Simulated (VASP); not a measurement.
**Sb: single point with PBEsol**

Crystal: Sb.

```xyz
4
Lattice="-3.9889 3.9889 2.0321 3.9889 -3.9889 2.0321 3.9889 3.9889 -2.0321" Properties=species:S:1:pos:R:3 pbc="T T T"
Sb    1.2051    5.1940    0.0000
Sb    2.7838    1.2051    0.0000
Sb    2.7838   -1.2051    2.0321
Sb    1.2051    2.7838    2.0321
```

```
Program             : VASP 6.6.1
Task                : single point
Functional          : PBEsol
Potentials or basis : VASP PAW PBE potentials, release 64 (Sb)
Cutoff              : 520 eV
k mesh              : 7 × 7 × 7
Occupations         : fermi-dirac, width 0.05 eV
Spin                : no spin polarisation
```

The pressure is 0.1 GPa and the largest force is 0.013 eV/Å. The band gap on the k mesh is zero (bands 10 and 11 overlap by 1.60 eV).

Forces on the atoms (eV/Å):
```
Sb  -0.009 -0.009  0.000
Sb   0.009 -0.009  0.000
Sb   0.009  0.009  0.000
Sb  -0.009  0.009  0.000
```

Levels at points of the mesh, in eV from the Fermi level:
| k point | band 6 | band 7 | band 8 | band 9 | band 10 | band 11 | band 12 | band 13 | band 14 | band 15 |
| --- | --- | --- | --- | --- | --- | --- | --- | --- | --- | --- |
| (0.00, 0.00, 0.00) | -1.52 | -1.16 | -1.12 | -1.12 | -1.02 | -1.02 | -0.51 | 2.59 | 2.59 | 3.29 |

Run time: 69 s on 1 thread of Intel(R) Xeon(R) 6975P-C (Granite Rapids) (shared host), peak memory 0.33 GiB.

Caveat: the PAW data sets were made with another functional, which shifts forces and pressure a little; spin-orbit coupling is left out, which moves the levels of the heavy elements.
